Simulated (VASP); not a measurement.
# SrTe (Fm-3m) in VASP: a series of runs, part 2 of 3

VASP 6.6.1.

## Step 4: Single point, r2SCAN (volume changed by -6%)

File POSCAR:

```
SrTe
1.0
    0.0000000000      3.2843153648      3.2843153648
    3.2843153648      0.0000000000      3.2843153648
    3.2843153648      3.2843153648      0.0000000000
Sr Te
1 1
Direct
    0.0000000000      0.0000000000      0.0000000000
    0.5000000000      0.5000000000      0.5000000000
```

File INCAR.step1:

```
SYSTEM = SrTe
ALGO = Normal ; EDIFF = 1E-5
ENCUT = 550 ; GGA = PE
GGA_COMPAT = .FALSE. ; ISMEAR = 0
LASPH = .TRUE. ; LCHARG = .FALSE.
LREAL = .FALSE. ; LWAVE = .TRUE.
NBANDS = 15 ; NELM = 120
PREC = Accurate ; SIGMA = 0.01
```

File INCAR.step2:

```
SYSTEM = SrTe
ALGO = Normal ; EDIFF = 1E-6
ENCUT = 550 ; GGA_COMPAT = .FALSE.
ISIF = 2 ; ISMEAR = 0
ISTART = 1 ; LASPH = .TRUE.
LCHARG = .FALSE. ; LMIXTAU = .TRUE.
LREAL = .FALSE. ; LWAVE = .FALSE.
METAGGA = R2SCAN ; NBANDS = 15
NELM = 120 ; PREC = Accurate
SIGMA = 0.01
```

File KPOINTS:

```
k-points
0
G
  6 6 6
  0 0 0
```

Potentials or basis: VASP PAW PBE potentials, release 64 (Sr_sv, Te).

On the command line:

```bash
$ cat potpaw_PBE.64/Sr_sv/POTCAR potpaw_PBE.64/Te/POTCAR > POTCAR
$ cp INCAR.step1 INCAR
$ mpirun -np 1 vasp_std > vasp.out
$ cp INCAR.step2 INCAR
$ mpirun -np 1 vasp_std > vasp.out
```

OUTCAR:

```text
SYSTEM = SrTe
   EDIFF = 1E-6
   ENCUT = 550
   ISIF = 2
   ISMEAR = 0
   ISTART = 1
   LASPH = .TRUE.
   LREAL = .FALSE.
   METAGGA = R2SCAN
   NELM = 120
   PREC = Accurate

 ion  position               nearest neighbor table
   1  0.000  0.000  0.000-   2 3.28   2 3.28   2 3.28   2 3.28   2 3.28   2 3.28
   2  0.500  0.500  0.500-   1 3.28   1 3.28   1 3.28   1 3.28   1 3.28   1 3.28

  LATTYP: Found a face centered cubic cell.
 ALAT       =     6.5686307296

  Lattice vectors:

 A1 = (   0.0000000000,   3.2843153648,   3.2843153648)
 A2 = (   3.2843153648,   0.0000000000,   3.2843153648)
 A3 = (   3.2843153648,   3.2843153648,   0.0000000000)

Analysis of symmetry for initial positions (statically):
=====================================================================
 Subroutine PRICEL returns:
 Original cell was already a primitive cell.

 Routine SETGRP: Setting up the symmetry group for a
 face centered cubic supercell.

 Subroutine GETGRP returns: Found 48 space group operations
 (whereof 48 operations were pure point group operations)
 out of a pool of 48 trial point group operations.

The static configuration has the point symmetry O_h .

Analysis of symmetry for dynamics (positions and initial velocities):
=====================================================================
 Subroutine PRICEL returns:
 Original cell was already a primitive cell.

 Routine SETGRP: Setting up the symmetry group for a
 face centered cubic supercell.

 Subroutine GETGRP returns: Found 48 space group operations
 (whereof 48 operations were pure point group operations)
 out of a pool of 48 trial point group operations.

The dynamic configuration has the point symmetry O_h .

 Subroutine INISYM returns: Found 48 space group operations
 (whereof 48 operations are pure point group operations),
 and found     1 'primitive' translations

----------------------------------------------------------------------------------------

                                     Primitive cell

  volume of cell :      70.8540

  direct lattice vectors                    reciprocal lattice vectors
     0.000000000  3.284315365  3.284315365    -0.152238730  0.152238730  0.152238730
     3.284315365  0.000000000  3.284315365     0.152238730 -0.152238730  0.152238730
     3.284315365  3.284315365  0.000000000     0.152238730  0.152238730 -0.152238730

  length of vectors
     4.644723332  4.644723332  4.644723332     0.263685215  0.263685215  0.263685215

  position of ions in fractional coordinates (direct lattice)
     0.000000000  0.000000000  0.000000000
     0.500000000  0.500000000  0.500000000

  ion indices of the primitive-cell ions
   primitive index   ion index
                 1           1
                 2           2

----------------------------------------------------------------------------------------

 KPOINTS: k-points

Automatic generation of k-mesh.
 Grid dimensions read from file:
 generate k-points for:    6    6    6

 Generating k-lattice:

  Cartesian coordinates                     Fractional coordinates (reciprocal lattice)
    -0.025373122  0.025373122  0.025373122     0.166666667  0.000000000  0.000000000
     0.025373122 -0.025373122  0.025373122     0.000000000  0.166666667  0.000000000
     0.025373122  0.025373122 -0.025373122     0.000000000  0.000000000  0.166666667
[... 31 lines left out ...]
   number of dos      NEDOS =    301   number of ions     NIONS =      2
   total plane-waves  NPLWV =  46656
   dimension x,y,z NGX =    36 NGY =   36 NGZ =   36
   dimension x,y,z NGXF=    72 NGYF=   72 NGZF=   72
   ions per type =               1   1
   NGX,Y,Z   is equivalent  to a cutoff of  12.89, 12.89, 12.89 a.u.
   NGXF,Y,Z  is equivalent  to a cutoff of  25.77, 25.77, 25.77 a.u.
 SYSTEM =  SrTe
   PREC   = accura    normal or accurate (medium, high low for compatibility)
   ISTART =      1    job   : 0-new  1-cont  2-samecut
   ICHARG =      0    charge: 1-file 2-atom 10-const
   ISPIN  =      1    spin polarized calculation?
   LNONCOLLINEAR =      F non collinear calculations
   LSORBIT =      F    spin-orbit coupling
   LASPH  =      T    aspherical Exc in radial PAW
   ENCUT  =  550.0 eV  40.42 Ry    6.36 a.u.   8.88  8.88  8.88*2*pi/ulx,y,z
   NELM   =    120;   NELMIN=  2; NELMDL=  0     # of ELM steps
   EDIFF  = 0.1E-05   stopping-criterion for ELM
   LREAL  =      F    real-space projection
   EDIFFG = 0.1E-04   stopping-criterion for IOM
   NSW    =      0    number of steps for IOM
   IBRION =     -1    ionic relax: 0-MD 1-quasi-New 2-CG
   NFREE  =      0    steps in history (QN), initial steepest desc. (CG)
   ISIF   =      2    stress and relaxation
   ISYM   =      2    0-nonsym 1-usesym 2-fastsym
   POTIM  = 0.5000    time-step for ionic-motion
   TEBEG  =    0.0;   TEEND  =   0.0 temperature during run
   PSTRESS=    0.0 pullay stress
   NELECT =      16.0000    total number of electrons
   NUPDOWN=      -1.0000    fix difference up-down
   EMIN   =  10.00;   EMAX   =-10.00  energy-range for DOS
   EFERMI =   0.00;   METHOD = LEGACY
   ISMEAR =     0;   SIGMA  =   0.01  broadening in eV -4-tet -1-fermi 0-gaus
   EFERMI_NEDOS =   21; number of points for ismear=-14 and -15
   IALGO  =     38    algorithm
   IMIX   =      4    mixing-type and parameters
     AMIX     =   0.40;   BMIX     =  1.00
     AMIX_MAG =   1.60;   BMIX_MAG =  1.00
  volume/ion in A,a.u.               =      35.43       239.07
  Fermi-wavevector in a.u.,A,eV,Ry     =   0.996919  1.883904 13.522122  0.993848
  Thomas-Fermi vector in A             =   2.129040
   LORBIT       =      0    0 simple, 1 ext, 2 COOP (PROOUT), +10 PAW based schemes
   METAGGA = R2SCAN    functional components
   LHFCALC =     F    Hartree Fock is set to
   AEXX    =    0.0000 exact exchange contribution
   IVDW    =     0    specifies the selected vdW correction
   LEPSILON=     F    determine dielectric tensor
   LRPA    =     F    only Hartree local field effects (RPA)
 non-spin polarized calculation
 Gauss-broadening in eV      SIGMA  =   0.01
  energy-cutoff  :      550.00
  volume of cell :       70.85
 maximum number of plane-waves:      2090
   NGX = 17   NGY = 17   NGZ = 17

 number of electron      16.0000000 magnetization

 Free energy of the ion-electron system (eV)
  ---------------------------------------------------
  ext. energy  EPLUGINS =         0.00000000
  ---------------------------------------------------
  free energy    TOTEN  =       -44.56038302 eV

  energy without entropy =      -44.56038302  energy(sigma->0) =      -44.56038302

 E-fermi :   3.0781     XC(G=0):  -9.0709

 val. band max:        2.9414970568   @ k =   0.0000   0.0000   0.0000
 cond. band min:       4.9195701410   @ k =   0.5000   0.5000   0.0000
 fundamental gap:      1.9780730842
 Fermi energy:         3.0780989030

 k-point     1 :       0.0000    0.0000    0.0000
  band No.  band energies     occupation
      1     -32.8447      2.00000
      2     -14.2272      2.00000
      3     -14.2272      2.00000
      4     -14.2272      2.00000
      5      -7.4686      2.00000
      6       2.9415      2.00000
      7       2.9415      2.00000
      8       2.9415      2.00000
      9       6.6180      0.00000
     10       6.6180      0.00000
     11       6.6180      0.00000
     12       6.7693      0.00000
     13       7.3563      0.00000
     14       7.3563      0.00000
[... 257 lines left out ...]
      2     -14.3139      2.00000
      3     -14.2835      2.00000
      4     -14.2769      2.00000
      5      -6.8607      2.00000
      6       1.0269      2.00000
      7       1.5202      2.00000
      8       1.6060      2.00000
      9       6.1807      0.00000
     10       8.0851      0.00000
     11       8.5480      0.00000
     12       9.3756      0.00000
     13       9.7987      0.00000
     14      10.2945      0.00000
     15      12.3294      0.00000

------------------------ aborting loop because EDIFF is reached ----------------------------------------

  FORCE on cell =-STRESS in cart. coord.  units (eV):
  Direction    XX          YY          ZZ          XY          YZ          ZX
  --------------------------------------------------------------------------------------
  -------------------------------------------------------------------------------------
  Total        1.1482477      1.1482477      1.1482477     -0.0000000     -0.0000000      0.0000000
  in kB       25.9645993     25.9645993     25.9645993     -0.0000000     -0.0000000      0.0000000
  external PRESSURE =      25.9645993 kB  Pullay stress =       0.0000000 kB

 VOLUME and BASIS-vectors are now :
 -----------------------------------------------------------------------------
  energy-cutoff  :      550.00
  volume of cell :       70.85
      direct lattice vectors                 reciprocal lattice vectors
     0.000000000  3.284315365  3.284315365    -0.152238730  0.152238730  0.152238730
     3.284315365  0.000000000  3.284315365     0.152238730 -0.152238730  0.152238730
     3.284315365  3.284315365  0.000000000     0.152238730  0.152238730 -0.152238730

 POSITION                                       TOTAL-FORCE (eV/Angst)
 -----------------------------------------------------------------------------------
      0.00000      0.00000      0.00000         0.000000      0.000000      0.000000
      3.28432      3.28432      3.28432        -0.000000     -0.000000     -0.000000
 -----------------------------------------------------------------------------------
    total drift:                                0.000000      0.000000      0.000000

  FREE ENERGIE OF THE ION-ELECTRON SYSTEM (eV)
  ---------------------------------------------------
  free  energy   TOTEN  =       -44.5603830172 eV

  energy  without entropy=      -44.5603830172  energy(sigma->0) =      -44.56038302
```

Wall time 72 s (1 thread of AMD EPYC 9R45 (Zen 5), shared host); peak memory 0.2 GiB.

What came out:

```
Free energy            : -44.5604 eV
Pressure               : 2.6 GPa
Band gap on the k mesh : 1.98 eV, indirect (least direct gap 2.77 eV)
```

Levels at points of the mesh, in eV from the valence-band top:
```
           k point  band 6  band 7  band 8  band 9  band 10  band 11
(0.00, 0.00, 0.00)    0.00    0.00    0.00    3.68     3.68     3.68
(0.50, 0.00, 0.00)   -2.98   -1.20   -1.20    4.43     5.83     5.98
(0.50, 0.50, 0.00)   -2.10   -0.79   -0.79    1.98     4.75     5.40
```

Caveat: the PAW data sets were made with another functional, which shifts forces and pressure a little; spin-orbit coupling is left out, which moves the levels of the heavy elements.

## Step 5: Single point, r2SCAN (volume changed by -3%)

File POSCAR:

```
SrTe
1.0
    0.0000000000      3.3188896463      3.3188896463
    3.3188896463      0.0000000000      3.3188896463
    3.3188896463      3.3188896463      0.0000000000
Sr Te
1 1
Direct
    0.0000000000      0.0000000000      0.0000000000
    0.5000000000      0.5000000000      0.5000000000
```

File INCAR.step1:

```
SYSTEM = SrTe
PREC     = Accurate       ! precision mode
ENCUT    = 550            ! plane-wave cutoff, eV
ISMEAR   = 0              ! smearing method
SIGMA    = 0.01           ! smearing width, eV
LREAL    = .False.        ! projectors in reciprocal space
LASPH    = .True.         ! aspherical terms in the spheres
NELM     = 120            ! most SCF steps
NBANDS   = 15             ! bands
GGA      = PE             ! functional
ALGO     = Normal         ! electronic algorithm
EDIFF    = 1E-5           ! SCF threshold, eV
LWAVE    = .True.         ! write WAVECAR
LCHARG   = .False.        ! write CHGCAR
GGA_COMPAT= .False.
```

File INCAR.step2:

```
SYSTEM = SrTe
PREC     = Accurate       ! precision mode
ENCUT    = 550            ! plane-wave cutoff, eV
EDIFF    = 1E-6           ! SCF threshold, eV
ISMEAR   = 0              ! smearing method
SIGMA    = 0.01           ! smearing width, eV
LREAL    = .False.        ! projectors in reciprocal space
LASPH    = .True.         ! aspherical terms in the spheres
NELM     = 120            ! most SCF steps
ALGO     = Normal         ! electronic algorithm
ISIF     = 2              ! what is computed and relaxed
LWAVE    = .False.        ! write WAVECAR
LCHARG   = .True.         ! write CHGCAR
METAGGA  = R2SCAN         ! meta-GGA
LMIXTAU  = .True.       
LELF     = .True.         ! ELF
LVHAR    = .True.       
NBANDS   = 15             ! bands
ISTART   = 1            
GGA_COMPAT= .False.
```

File KPOINTS:

```
Automatic mesh
0
Gamma
  6 6 6
  0 0 0
```

On the command line:

```bash
$ cat potpaw_PBE.64/Sr_sv/POTCAR potpaw_PBE.64/Te/POTCAR > POTCAR
$ cp INCAR.step1 INCAR
$ mpirun -np 1 vasp_std > vasp.out
$ cp INCAR.step2 INCAR
$ mpirun -np 1 vasp_std > vasp.out
```

Wall time 70 s (1 thread of AMD EPYC 9R45 (Zen 5), shared host); peak memory 0.2 GiB.

It converged, with:

| Item | Value |
| --- | --- |
| Free energy | -44.5874 eV |
| Pressure | 1.3 GPa |
| Band gap on the k mesh | 2.07 eV, indirect (least direct gap 2.83 eV) |

Levels at points of the mesh, in eV from the valence-band top:
```csv
k point,band 4,band 5,band 6,band 7,band 8,band 9,band 10,band 11,band 12,band 13
"(0.00, 0.00, 0.00)",-17.24,-10.30,0.00,0.00,0.00,3.67,3.71,3.71,3.71,4.42
"(0.50, 0.00, 0.00)",-17.24,-9.62,-2.87,-1.13,-1.13,4.40,5.77,5.93,5.93,7.26
"(0.50, 0.50, 0.00)",-17.27,-9.82,-2.04,-0.77,-0.77,2.07,4.63,5.36,6.76,6.76
```

Caveat: the PAW data sets were made with another functional, which shifts forces and pressure a little; spin-orbit coupling is left out, which moves the levels of the heavy elements. A k mesh can miss the band edges.

(Part 2 of 3 ends here.)
